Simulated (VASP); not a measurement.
# C (P-1) in VASP: notebook, part 2 of 2

VASP 6.6.1.

### Step 5. Single point, PBE+D3(BJ) (the part above a cut slid along it)

File INCAR:

```
SYSTEM = C
ALGO     = Normal         ! electronic algorithm
EDIFF    = 1E-6           ! SCF threshold, eV
ENCUT    = 520            ! plane-wave cutoff, eV
GGA      = PE             ! functional
ISIF     = 2              ! what is computed and relaxed
ISMEAR   = 0              ! smearing method
IVDW     = 12             ! dispersion correction
LASPH    = .TRUE.         ! aspherical terms in the spheres
LCHARG   = .FALSE.        ! write CHGCAR
LREAL    = .FALSE.        ! projectors in reciprocal space
LWAVE    = .FALSE.        ! write WAVECAR
NBANDS   = 31             ! bands
NELM     = 80             ! most SCF steps
PREC     = Accurate       ! precision mode
SIGMA    = 0.05           ! smearing width, eV
```

File KPOINTS:

```
k-points
0
G
  7 11 3
  0 0 0
```

File POSCAR:

```
C
1.0
    0.0000000000      1.4231666446     -3.3613878322
   -2.4649969361      0.0000000000      0.0000000000
    1.4379148794     10.4742182656      3.5491304259
C
10
Direct
    0.5156959787      0.0505346822      0.7723451695
    0.7629179894      0.6346428699      0.0593877770
    0.9511124867      0.2386158230      0.2376271251
    0.1393069840      0.8425887761      0.4158664732
    0.3275014814      0.4465617291      0.5941058214
    0.8252765080      0.1693300831      0.1188515711
    0.0134710053      0.7733030362      0.2970909192
    0.2016655027      0.3772759893      0.4753302673
    0.3898600000      0.9812489423      0.6535696154
    0.5780544974      0.5852218954      0.8318089635
```

Potentials or basis: VASP PAW PBE potentials, release 64 (C).

Started as:

```sh
cat potpaw_PBE.64/C/POTCAR > POTCAR
mpirun -np 1 vasp_std > vasp.out
```

OUTCAR:

```text
SYSTEM = C
   EDIFF = 1E-6
   ENCUT = 520
   GGA = PE
   ISIF = 2
   ISMEAR = 0
   IVDW = 12
   LASPH = .TRUE.
   LREAL = .FALSE.
   NELM = 80
   PREC = Accurate
 IVDW          = 12

 ion  position               nearest neighbor table
   1  0.516  0.051  0.772-  10 1.42  10 1.42   9 1.42
   2  0.763  0.635  0.059-   6 1.42   6 1.42
   3  0.951  0.239  0.238-   7 1.42   7 1.42   6 1.42
   4  0.139  0.843  0.416-   8 1.42   8 1.42   7 1.42
   5  0.328  0.447  0.594-   9 1.42   9 1.42   8 1.42
   6  0.825  0.169  0.119-   2 1.42   2 1.42   3 1.42
   7  0.013  0.773  0.297-   3 1.42   3 1.42   4 1.42
   8  0.202  0.377  0.475-   4 1.42   4 1.42   5 1.42
   9  0.390  0.981  0.654-   5 1.42   5 1.42   1 1.42
  10  0.578  0.585  0.832-   1 1.42   1 1.42

  LATTYP: Found a triclinic cell.
 ALAT       =     3.6502508759
 B/A-ratio  =     1.2066580387
 C/A-ratio  =     3.0427431853
 COS(alpha) =     0.0090922203
 COS(beta)  =     0.0734180887
 COS(gamma) =     0.8287352075
[... 205 lines left out ...]

 k-point     1 :       0.0000    0.0000    0.0000
  band No.  band energies     occupation
      1     -15.9801      2.00000
      2     -15.3173      2.00000
      3     -14.2689      2.00000
      4     -12.7246      2.00000
      5     -11.2908      2.00000
      6      -8.3043      2.00000
[... 805 lines left out ...]
     30      12.5772      0.00000
     31      12.9152      0.00000

 [... further k-points ...]

------------------------ aborting loop because EDIFF is reached ----------------------------------------

 Edisp (eV)   -1.46319

 E8    (eV) :    -0.4150

  FORCE on cell =-STRESS in cart. coord.  units (eV):
  Direction    XX          YY          ZZ          XY          YZ          ZX
  --------------------------------------------------------------------------------------
  -------------------------------------------------------------------------------------
  Total      -2.16440    -7.16218    -0.29790    -0.89459    -0.47441    -0.08097
  in kB     -34.94371  -115.63185    -4.80954   -14.44294    -7.65917    -1.30724
  external pressure =      -51.80 kB  Pullay stress =        0.00 kB

 VOLUME and BASIS-vectors are now :
 -----------------------------------------------------------------------------
  energy-cutoff  :      520.00
  volume of cell :       99.24
      direct lattice vectors                 reciprocal lattice vectors
     0.000000000  1.423166645 -3.361387832     0.000000000  0.088157630 -0.260171407
    -2.464996936  0.000000000  0.000000000    -0.405680017  0.048704979  0.020621037
     1.437914879 10.474218266  3.549130426     0.000000000  0.083494250  0.035350349

 POSITION                                       TOTAL-FORCE (eV/Angst)
 -----------------------------------------------------------------------------------
      0.98600      8.82363      1.00770        -0.047809      3.152998      0.171227
     -1.47900      1.70780     -2.35369        -0.312990     -0.125688     -0.115172
     -0.24650      3.84255     -2.35369        -0.029162      0.940474      0.071054
     -1.47900      4.55413      1.00770         0.003058      0.361595      0.011390
     -0.24650      6.68888      1.00770         0.001710      0.463172      0.013584
     -0.24650      2.41938     -2.35225         0.047809     -3.152998     -0.171227
     -1.47900      3.13097      1.00913        -0.001710     -0.463172     -0.013584
     -0.24650      5.26572      1.00913        -0.003058     -0.361595     -0.011390
     -1.47900      7.40047      1.00913         0.029162     -0.940474     -0.071054
     -0.24650      9.53522      1.00913         0.312990      0.125688      0.115172
 -----------------------------------------------------------------------------------
    total drift:                                0.000002      0.000058      0.000029

  FREE ENERGIE OF THE ION-ELECTRON SYSTEM (eV)
  ---------------------------------------------------
  free  energy   TOTEN  =       -88.4312763116 eV

  energy  without entropy=      -88.4272353007  energy(sigma->0) =      -88.42925581
```

OSZICAR:

```text
N       E                     dE             d eps       ncg     rms          rms(c)
DAV:   1     0.143651179154E+03    0.14365E+03   -0.20194E+04  7192   0.118E+03
DAV:   2    -0.803187305268E+02   -0.22397E+03   -0.21517E+03  9176   0.252E+02
DAV:   3    -0.921424824419E+02   -0.11824E+02   -0.11721E+02  9104   0.568E+01
DAV:   4    -0.923192169258E+02   -0.17673E+00   -0.17647E+00  9768   0.778E+00
DAV:   5    -0.923232575607E+02   -0.40406E-02   -0.40396E-02  9324   0.110E+00    0.137E+01
DAV:   6    -0.881479861358E+02    0.41753E+01   -0.51366E+00  8899   0.996E+00    0.788E+00
DAV:   7    -0.869554771015E+02    0.11925E+01   -0.34818E+00  8938   0.822E+00    0.261E+00
DAV:   8    -0.869659375411E+02   -0.10460E-01   -0.18459E-01  9620   0.216E+00    0.113E+00
DAV:   9    -0.869675899045E+02   -0.16524E-02   -0.27584E-02  9027   0.824E-01    0.150E-01
DAV:  10    -0.869678196353E+02   -0.22973E-03   -0.14662E-03  9500   0.231E-01    0.780E-02
DAV:  11    -0.869680344736E+02   -0.21484E-03   -0.48141E-04  9270   0.123E-01    0.248E-02
DAV:  12    -0.869680729910E+02   -0.38517E-04   -0.53304E-05  9081   0.470E-02    0.113E-02
DAV:  13    -0.869680853775E+02   -0.12387E-04   -0.18699E-05  8791   0.241E-02    0.381E-03
DAV:  14    -0.869680859735E+02   -0.59606E-06   -0.13191E-06  7771   0.676E-03
   1 F= -.88431276E+02 E0= -.88429256E+02  d E =-.404101E-02
```

Wall time 4.1 min (1 thread of Intel Xeon Platinum 8488C (Sapphire Rapids), shared host); peak memory 0.35 GiB.

Results:

```
Free energy                : -88.4313 eV
Pressure                   : -5.2 GPa
Largest force              : 3.158 eV/Å
Band gap on the k mesh     : zero (bands 20 and 21 overlap by 0.06 eV)
Dispersion energy per atom : -0.146 eV
```

Forces on the atoms (eV/Å):
```
C   -0.048  3.153  0.171
C   -0.313 -0.126 -0.115
C   -0.029  0.940  0.071
C    0.003  0.362  0.011
C    0.002  0.463  0.014
C    0.048 -3.153 -0.171
C   -0.002 -0.463 -0.014
C   -0.003 -0.362 -0.011
C    0.029 -0.940 -0.071
C    0.313  0.126  0.115
```

Stress tensor (GPa, compression positive):
```
 -3.49  -1.44  -0.13
 -1.44 -11.56  -0.77
 -0.13  -0.77  -0.48
```

Caveat: the cell differs from its parent crystal (the part above a cut slid along it); the stress differs along the axes, from -12 to -0 GPa; forces of over 1 eV/Å act on the atoms, so gaps and moduli don't describe the material at rest.

### Step 6. Single point, PBE+D3(BJ) (the part above a cut slid along it)

File INCAR:

```
SYSTEM = C
PREC     = Accurate       ! precision mode
ENCUT    = 520            ! plane-wave cutoff, eV
EDIFF    = 1E-7           ! SCF threshold, eV
ISMEAR   = 0              ! smearing method
SIGMA    = 0.05           ! smearing width, eV
LREAL    = .FALSE.        ! projectors in reciprocal space
LASPH    = .TRUE.         ! aspherical terms in the spheres
NELM     = 80             ! most SCF steps
ALGO     = Normal         ! electronic algorithm
ISIF     = 2              ! what is computed and relaxed
LWAVE    = .FALSE.        ! write WAVECAR
LCHARG   = .FALSE.        ! write CHGCAR
GGA      = PE             ! functional
IVDW     = 12             ! dispersion correction
NBANDS   = 31             ! bands
```

File KPOINTS:

```
Automatic mesh
0
G
  7 11 3
  0 0 0
```

File POSCAR:

```
C
1.0
    0.0000000000      1.4231666446     -3.3613878322
   -2.4649969361      0.0000000000      0.0000000000
    3.2866625815     12.2782851525      1.3399950493
C
10
Direct
   -0.0127190577      0.5601486881      0.7201115161
    0.7222866815      0.6738285141      0.0553713855
    0.7885352467      0.3954085576      0.2215564182
   -0.1452161881      1.1169886011      0.3877414508
   -0.0789676229      0.8385686446      0.5539264834
    0.7439618837      0.2477515294      0.1108136471
   -0.1897895511      0.9693315730      0.2769986797
   -0.1235409859      0.6909116165      0.4431837123
   -0.0572924207      1.4124916600      0.6093687450
    0.0089561445      1.1340717035      0.7755537776
```

Potentials or basis: VASP PAW PBE potentials, release 64 (C).

Started as:

```sh
cat potpaw_PBE.64/C/POTCAR > POTCAR
mpirun -np 1 vasp_std > vasp.out
```

Run time: 5.3 min. Hardware: 1 thread of Intel Xeon Platinum 8488C (Sapphire Rapids), shared host; peak memory 0.37 GiB.

The run converged. Its results:

| Quantity | Value |
| --- | --- |
| Free energy | -87.3275 eV |
| Pressure | -1.8 GPa |
| Largest force | 2.482 eV/Å |
| Band gap on the k mesh | zero (filled and empty bands touch) |
| Dispersion energy per atom | -0.139 eV |

Forces on the atoms (eV/Å):
```
C    0.020  2.472  0.222
C    0.095  0.893 -0.358
C    0.010  0.756  0.148
C    0.001  0.132 -0.005
C    0.001  0.141  0.009
C   -0.020 -2.472 -0.222
C   -0.001 -0.141 -0.009
C   -0.001 -0.132  0.005
C   -0.010 -0.756 -0.148
C   -0.095 -0.893  0.358
```

Stress tensor (GPa, compression positive):
```
-1.51  0.41  0.17
 0.41 -2.80 -1.58
 0.17 -1.58 -1.06
```

Levels at points of the mesh, in eV from the Fermi level:
```
           k point  band 16  band 17  band 18  band 19  band 20  band 21  band 22  band 23  band 24  band 25
(0.00, 0.00, 0.00)    -3.63    -3.52    -3.00    -2.77    -0.57     0.51     2.42     4.59     4.87     6.19
```

Caveat: the cell differs from its parent crystal (the part above a cut slid along it); forces of over 1 eV/Å act on the atoms, so gaps and moduli don't describe the material at rest.

### Step 7. Summary

```csv
cell,gap on the mesh (eV),pressure (GPa),largest force (eV/Å)
"a = 3.650, b = 2.465, c = 11.179 Å, angles 103.8, 76.3, 90.0°, 10 atoms",-,-1.3,1.93
"a = 3.650, b = 2.465, c = 11.772 Å, angles 104.1, 75.5, 90.0°, 10 atoms",-,-2.6,2.19
"a = 3.650, b = 2.465, c = 11.273 Å, angles 99.4, 82.7, 90.0°, 10 atoms",none,-3.2,2.73
"a = 3.650, b = 2.465, c = 11.152 Å, angles 97.4, 85.8, 90.0°, 10 atoms",none,-5.2,3.16
"a = 3.650, b = 2.465, c = 12.781 Å, angles 104.9, 73.9, 90.0°, 10 atoms",none,-1.8,2.48
```

Alike in all rows: task single point; level PBE+D3(BJ); potentials or basis VASP PAW PBE potentials, release 64 (C); no spin polarisation; k mesh 7 × 11 × 3; cutoff (eV) 520; smearing gaussian 0.05 eV.

Caveats: forces of over 1 eV/Å act on the atoms, so gaps and moduli don't describe the material at rest; the stress differs along the axes, from -4 to 2 GPa (at least some runs); the stress differs along the axes, from -6 to -0 GPa (at least some runs); the stress differs along the axes, from -12 to -0 GPa (at least some runs).

Total energies depend on the potentials used, so only differences within one code and one set of settings carry meaning.
